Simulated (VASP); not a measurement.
Here is a VASP 6.6.1 calculation.

File INCAR:

```
PREC     = Accurate       # precision mode
ENCUT    = 600            # plane-wave cutoff, eV
EDIFF    = 1E-7           # SCF threshold, eV
ISMEAR   = 0              # smearing method
SIGMA    = 0.03           # smearing width, eV
LREAL    = Auto         
LASPH    = T              # aspherical terms in the spheres
NELM     = 80             # most SCF steps
ALGO     = Normal         # electronic algorithm
ISIF     = 3              # what is computed and relaxed
LWAVE    = F              # write WAVECAR
LCHARG   = F              # write CHGCAR
GGA      = PS             # functional
IBRION   = 2              # ionic algorithm
NSW      = 90             # ionic steps
EDIFFG   = -0.005         # ionic threshold
KPAR     = 8
```

Contents of KPOINTS:

```
Automatic mesh
0
Gamma
  4 4 4
```

POSCAR

```
SnGe31                                  
1.0
    5.7037884529     -5.7037884529      5.7037884529
    5.7037884529      5.7037884529     -5.7037884529
   -5.7037884529      5.7037884529      5.7037884529
  Sn              Ge            
     1    31
Direct
     0.2500000000000000    0.7500000000000000    0.0000000000000000
     0.5015444654655931    0.4976252366675465    0.0000000000000000
     0.7500000000000000    0.2500000000000000    0.0000000000000000
     0.9976252366675464    0.7500000000000000    0.2515444654655929
     0.9976252366675464    0.0015444654655930    0.0000000000000000
     0.2500000000000000    0.4976252366675465    0.2515444654655929
     0.5023747633324536    0.2539192287980465    0.2523747633324535
     0.7500000000000000    0.7500000000000000    0.5000000000000000
     0.7539192287980464    0.0023747633324535    0.2523747633324535
     0.9984555345344069    0.4984555345344070    0.4960807712019535
     0.2500000000000000    0.2500000000000000    0.5000000000000000
     0.5015444654655931    0.7500000000000000    0.7476252366675464
     0.5023747633324536    0.0023747633324535    0.5039192287980464
     0.7460807712019536    0.4984555345344070    0.7484555345344069
     0.9984555345344069    0.2460807712019535    0.7484555345344069
     0.2500000000000000    0.0015444654655930    0.7476252366675464
     0.5129792268827295    0.0129792268827295    0.2629792268827295
     0.7486894725942254    0.7500000000000000    0.2510121152552688
     0.9989878847447312    0.4989878847447312    0.2476773573389565
     0.2500000000000000    0.0010121152552689    0.4986894725942254
     0.2500000000000000    0.2486894725942254    0.2510121152552688
     0.5010121152552688    0.7500000000000000    0.4986894725942254
     0.7513105274057746    0.5023226426610434    0.5013105274057746
     0.9989878847447312    0.9976773573389566    0.7489878847447312
     0.0023226426610435    0.2513105274057746    0.5013105274057746
     0.2500000000000000    0.7500000000000000    0.7370207731172705
     0.4976773573389565    0.4989878847447312    0.7489878847447312
     0.7486894725942254    0.0010121152552689    0.0000000000000000
     0.7513105274057746    0.2513105274057746    0.7523226426610434
     0.9870207731172705    0.7500000000000000    0.0000000000000000
     0.2500000000000000    0.4870207731172705    0.0000000000000000
     0.5010121152552688    0.2486894725942254    0.0000000000000000
```

Potentials or basis: VASP PAW PBE potentials, release 64 (Sn_d, Ge_d).

Launch:

```bash
$ cat potpaw_PBE.64/Sn_d/POTCAR potpaw_PBE.64/Ge_d/POTCAR > POTCAR
$ mpirun -np 8 vasp_std > vasp.out
```

(1) Estimate the space group after relaxing (to 0.1 Å).

(2) What does it give for the relaxed cell?

(3) Predict the band gap on the k mesh.

Answers

(1) I-43m (No. 217).

(2) a = 9.877 Å, b = 9.877 Å, c = 9.877 Å, α = 109.47°, β = 109.47°, γ = 109.47°.

(3) zero (filled and empty bands touch).

Caveat: semilocal functionals underestimate gaps, so a narrow gap can read as zero; spin-orbit coupling is left out, which moves the levels of the heavy elements.
